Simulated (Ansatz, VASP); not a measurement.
Ta: VASP beside Ansatz

```xyz
1
Lattice="-1.6235 1.6235 1.6235 1.6235 -1.6235 1.6235 1.6235 1.6235 -1.6235" Properties=species:S:1:pos:R:3 pbc="T T T"
Ta    0.0000    0.0000    0.0000
```

Alike in both runs: task relaxation of cell and atoms; functional LDA; k mesh 26 × 26 × 26; occupations gaussian, width 0.1 eV; no spin polarisation.

|  | VASP | Ansatz |
| --- | --- | --- |
| version | VASP 6.6.1 | Ansatz 0.2.0 |
| potentials or method | VASP PAW LDA potentials, release 64 (Ta_pv), cutoff 600 eV | scalar-relativistic, plane waves, PAW |
| valence electrons in the cell | 11 | 13 |

|  | VASP | Ansatz | Ansatz less VASP |
| --- | --- | --- | --- |
| gap on the k mesh at the Fermi level, each at its own relaxed structure (eV) | none | none | - |
| relaxed volume (Å³/atom) | 17.29 | 17.22 | -0.067 |
| relaxed cell length with the largest relative difference (Å) | 2.821 | 2.818 | -0.0037 |

Ansatz warns that its potentials were made for another functional, while VASP's fit it. LDA's correlation is that of Perdew and Zunger in VASP and of Perdew and Wang (1992) in Ansatz. A gap of «none» marks a metal or a gap that the smearing closes. VASP's potentials hold 11 valence electrons a cell and Ansatz's 13, so a difference there can come from the potentials and not from the codes.

Spin-orbit coupling is off throughout.
